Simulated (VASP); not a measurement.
A run of VASP 6.6.1 is set up as follows.

File INCAR:

```
SYSTEM = MoSe
PREC     = Accurate       ! precision mode
ENCUT    = 520            ! plane-wave cutoff, eV
EDIFF    = 1E-6           ! SCF threshold, eV
ISMEAR   = 0              ! smearing method
SIGMA    = 0.05           ! smearing width, eV
LREAL    = .False.        ! projectors in reciprocal space
LASPH    = .True.         ! aspherical terms in the spheres
NELM     = 150            ! most SCF steps
ALGO     = Normal         ! electronic algorithm
ISIF     = 2              ! what is computed and relaxed
LWAVE    = .False.        ! write WAVECAR
LCHARG   = .False.        ! write CHGCAR
LMAXMIX  = 4              ! l up to which the mixer works
LDAU     = .True.         ! DFT+U
LDAUTYPE = 2            
LDAUL    = 2 -1           ! shell
LDAUU    = 4 0            ! U, eV
LDAUJ    = 0 0          
LDAUPRINT= 1            
GGA      = PE             ! functional
NBANDS   = 17             ! bands
```

KPOINTS

```
regular mesh
0
Gamma
  14 14 14
  0 0 0
```

File POSCAR:

```
MoSe
1.0
    0.0000000000      2.6101627283      2.6101627283
    2.6101627283      0.0000000000      2.6101627283
    2.6101627283      2.6101627283      0.0000000000
Mo Se
1 1
Direct
    0.0000000000      0.0000000000      0.0000000000
    0.5000000000      0.5000000000      0.5000000000
```

Potentials or basis: VASP PAW PBE potentials, release 64 (Mo_sv, Se).

Command:

```bash
$ cat potpaw_PBE.64/Mo_sv/POTCAR potpaw_PBE.64/Se/POTCAR > POTCAR
$ mpirun -np 1 vasp_std > vasp.out
```

Predict the pressure.

4.2 GPa.

Predict the band gap on the k mesh.

zero (bands 10 and 11 overlap by 2.34 eV).

Eigenvalues of the final occupation matrices:
```
    site  spin  trace               eigenvalues
site 1 d     1   2.02  0.29 0.29 0.48 0.48 0.48
site 1 d     2   2.02  0.29 0.29 0.48 0.48 0.48
```

Caveat: the cell stands under pressure; U without spin polarisation on a metal has little footing.
